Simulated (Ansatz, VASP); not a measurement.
## One calculation of AgRu2Au2, two programs

```
CELL_PARAMETERS angstrom
4.43117 0.00000 0.00000
-2.21559 3.83751 0.00000
0.00000 0.00000 33.80362
ATOMIC_POSITIONS crystal
Ag 0.00000 0.00000 0.29636
Ru 0.33333 0.66667 0.33607
Ru 0.66667 0.33333 0.33607
Au 0.33333 0.66667 0.25443
Au 0.66667 0.33333 0.25443
```

Alike in both runs: functional PBE; k mesh 12 × 12 × 1; occupations gaussian, width 0.1 eV; no spin polarisation.

Ansatz relaxed the structure, and its values are those at the end. VASP's run is a single point on that final structure, the one shown.

|  | VASP | Ansatz |
| --- | --- | --- |
| version | VASP 6.6.1 | Ansatz 0.2.0 |
| potentials or method | VASP PAW PBE potentials, release 64 (Ag, Ru_pv, Au), cutoff 520 eV | scalar-relativistic, plane waves, PAW |
| valence electrons in the cell | 61 | 89 |

|  | VASP | Ansatz | Ansatz less VASP |
| --- | --- | --- | --- |
| gap on the k mesh at the Fermi level (eV) | none | none | - |
| rms of the force components (eV/Å) | 0.006 | 0.003 | -0.0030 |

A gap of «none» marks a metal or a gap that the smearing closes. The functional is the same, so the differences come from potentials, cutoffs and numerics. VASP's potentials hold 61 valence electrons a cell and Ansatz's 89, so a difference there can come from the potentials and not from the codes. Ansatz's warnings: xc potential rough in thin density.

Spin-orbit coupling is off throughout.
